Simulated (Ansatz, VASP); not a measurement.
One calculation of Bi, two programs

INCAR

```
SYSTEM = Bi
  PREC = Accurate
  ENCUT = 520
  EDIFF = 1E-6
  ISMEAR = -1
  SIGMA = 0.05
  LREAL = .FALSE.
  LASPH = .TRUE.
  NELM = 60
  ALGO = Normal
  ISIF = 2
  LWAVE = .FALSE.
  LCHARG = .FALSE.
  GGA = PE
  NBANDS = 22
```

Contents of KPOINTS:

```
regular mesh
0
G
  11 11 11
  0 0 0
```

POSCAR

```
Bi
1.0
    0.0000000000      2.7926160804      2.7926160804
    2.7926160804      0.0000000000      2.7926160804
    2.7926160804      2.7926160804      0.0000000000
Bi
2
Direct
   -0.1250000000     -0.1250000000     -0.1250000000
    0.1250000000      0.1250000000      0.1250000000
```

Input for Ansatz:

```yaml
crystal:
  lattice:
    - [0.0, 2.7926160804, 2.7926160804]
    - [2.7926160804, 0.0, 2.7926160804]
    - [2.7926160804, 2.7926160804, 0.0]
  atoms:
    - { symbol: Bi, position: [-0.125, -0.125, -0.125] }
    - { symbol: Bi, position: [0.125, 0.125, 0.125] }
kpoints:
  mp_grid: { grid: [11, 11, 11] }
scf:
  occupations: { method: fermi_dirac, width: 0.05 }
hamiltonian:
  xc: pbe
  pseudopotentials: { kind: paw }
output:
  forces: true
  stress: true
  eigenvalues: true
  populations: true
```

Change from the starting cell: volume scaled by 0.45, PAW files.

Alike in both runs: task single point; functional PBE; k mesh 11 × 11 × 11; occupations fermi-dirac, width 0.05 eV; no spin polarisation.

|  | VASP | Ansatz |
| --- | --- | --- |
| version | VASP 6.6.1 | Ansatz 0.2.0 |
| potentials or method | VASP PAW PBE potentials, release 64 (Bi_d) | PAW with Ansatz's default frozen-core files, scalar-relativistic |
| plane-wave cutoff (eV) | 520 | 420 |
| valence electrons in the cell | 30 | 30 |

|  | VASP | Ansatz | Ansatz less VASP |
| --- | --- | --- | --- |
| pressure (GPa) | 131.7 | 131.8 | +0.12 |

Both programs put the cell under a high pressure, so it lies far from rest at this level. With one functional, cell and mesh, what is left measures potentials, basis and numerics.

Neither program's run includes spin-orbit coupling. Noted on VASP's run: the cell as given lies far from equilibrium.
